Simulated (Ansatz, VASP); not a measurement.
# One calculation of Mn, two programs

```xyz
4
Lattice="4.4783 0.0000 0.0000 -2.2391 3.8783 0.0000 0.0000 0.0000 7.3853" Properties=species:S:1:pos:R:3 pbc="T T T"
Mn    2.2391    1.2928    0.4637
Mn    0.0000    2.5855    4.1564
Mn    2.2391    1.2928    3.2289
Mn    0.0000    2.5855    6.9216
```

Alike in both runs: task single point; functional PBE; k mesh 6 × 6 × 4; occupations gaussian, width 0.1 eV; collinear spin.

```csv
,VASP,Ansatz
version,VASP 6.6.1,Ansatz 0.2.0
potentials or method,"VASP PAW PBE potentials, release 64 (Mn_pv), cutoff 520 eV","scalar-relativistic, plane waves, PAW"
valence electrons in the cell,52,60
```

|  | VASP | Ansatz | Ansatz less VASP |
| --- | --- | --- | --- |
| gap on the k mesh at the Fermi level (eV) | none | none | - |
| pressure (GPa) | -2.6 | -2.6 | +0.03 |
| traceless stress, the component that is largest in VASP (GPa) | -0.33 | -0.34 | -0.004 |
| rms of the force components (eV/Å) | 0.023 | 0.023 | +0.0004 |
| net moment per atom (μB) | 4.38 | 4.39 | +0.004 |
| size of the moment on the site where the two differ most (μB) | 4.10 | 4.13 | +0.034 |

Site moments also hang on the region over which each program counts them. Atom by atom the forces differ by 0.000 eV/Å (rms over components). A gap of «none» marks a metal or a gap that the smearing closes. With one functional, cell and mesh, what is left measures potentials, basis and numerics. VASP's potentials hold 52 valence electrons a cell and Ansatz's 60, so a difference there can come from the potentials and not from the codes.
